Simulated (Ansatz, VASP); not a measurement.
## Al in VASP and in Ansatz

The input INCAR:

```
SYSTEM = Al
PREC = Accurate ; ENCUT = 520
EDIFF = 1E-6 ; ISMEAR = 0
SIGMA = 0.15 ; LREAL = .FALSE.
LASPH = .TRUE. ; NELM = 60
ALGO = Fast ; ISIF = 2
LWAVE = .FALSE. ; LCHARG = .FALSE.
GGA = PE ; IVDW = 12
NBANDS = 8
```

KPOINTS

```
regular mesh
0
G
  20 20 20
  0 0 0
```

POSCAR

```
Al
1.0
    0.0000000000      2.0239800000      1.9936203000
    2.0239800000      0.0000000000      1.9936203000
    2.0239800000      2.0239800000      0.0000000000
Al
1
Direct
    0.0000000000      0.0000000000      0.0000000000
```

Input for Ansatz:

```yaml
crystal:
  lattice:
    - [0.0, 2.02398, 1.9936203]
    - [2.02398, 0.0, 1.9936203]
    - [2.02398, 2.02398, 0.0]
  atoms:
    - { symbol: Al, position: [0.0, 0.0, 0.0] }
basis:
  ecutwfc: 420
kpoints:
  mp_grid: { grid: [20, 20, 20] }
hamiltonian:
  xc: pbe
  dispersion: d3bj
scf:
  occupations: { method: gaussian, width: 0.15 }
output:
  forces: true
  stress: true
  eigenvalues: true
```

Change from the starting cell: strain -0.0150 x Voigt [0, 0, 1, 0, 0, 0], atoms carried along.

Alike in both runs: task single point; functional PBE; dispersion D3(BJ); k mesh 20 × 20 × 20; occupations gaussian, width 0.15 eV; no spin polarisation.

|  | VASP | Ansatz |
| --- | --- | --- |
| version | VASP 6.6.1 | Ansatz 0.2.0 |
| potentials or method | VASP PAW PBE potentials, release 64 (Al), cutoff 520 eV | scalar-relativistic, plane waves, PAW |
| valence electrons in the cell | 3 | 3 |

|  | VASP | Ansatz | Ansatz less VASP |
| --- | --- | --- | --- |
| gap on the k mesh at the Fermi level (eV) | none | none | - |
| pressure (GPa) | -2.7 | -2.7 | +0.04 |
| traceless stress, the component that is largest in VASP (GPa) | 0.14 | 0.14 | +0.004 |

A gap of «none» marks a metal or a gap that the smearing closes.
